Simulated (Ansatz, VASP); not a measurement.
## Two plane-wave programs on TiC

```
CELL_PARAMETERS angstrom
-1.44264 4.38359 3.49169
3.96083 -1.37309 3.42214
3.85914 4.21234 -1.27139
ATOMIC_POSITIONS crystal
Ti 0.59828 0.91063 0.09613
Ti 0.48466 0.85742 0.57715
Ti 0.33515 0.40047 0.16370
Ti 0.96998 0.84446 0.64331
Ti 0.20365 0.35048 0.63895
Ti 0.09494 0.90943 0.11299
Ti 0.85641 0.43913 0.07905
Ti 0.71926 0.35356 0.65188
C 0.55139 0.54506 0.37913
C 0.90845 0.13332 0.87845
C 0.18429 0.63555 0.85887
C 0.01051 0.54246 0.38709
C 0.26980 0.03896 0.36210
C 0.38915 0.73470 0.92919
C 0.79015 0.68526 0.35307
C 0.63226 0.63043 0.86808
```

Alike in both runs: functional PBE; k mesh 3 × 3 × 3; occupations gaussian, width 0.1 eV; no spin polarisation.

Ansatz relaxed the structure, and its values are those at the end. VASP's run is a single point on that final structure, the one shown.

|  | VASP | Ansatz |
| --- | --- | --- |
| version | VASP 6.6.1 | Ansatz 0.2.0 |
| potentials or method | VASP PAW PBE potentials, release 64 (Ti_sv, C), cutoff 520 eV | scalar-relativistic, plane waves, PAW |
| valence electrons in the cell | 128 | 128 |

```tsv
	VASP	Ansatz	Ansatz less VASP
gap on the k mesh at the Fermi level (eV)	none	none	-
pressure (GPa)	0.3	0.0	-0.28
rms of the force components (eV/Å)	0.017	0.006	-0.0114
```

A gap of «none» marks a metal or a gap that the smearing closes. The functional is the same, so the differences come from potentials, cutoffs and numerics.

The k mesh is coarse, so the values compare programs but aren't converged.
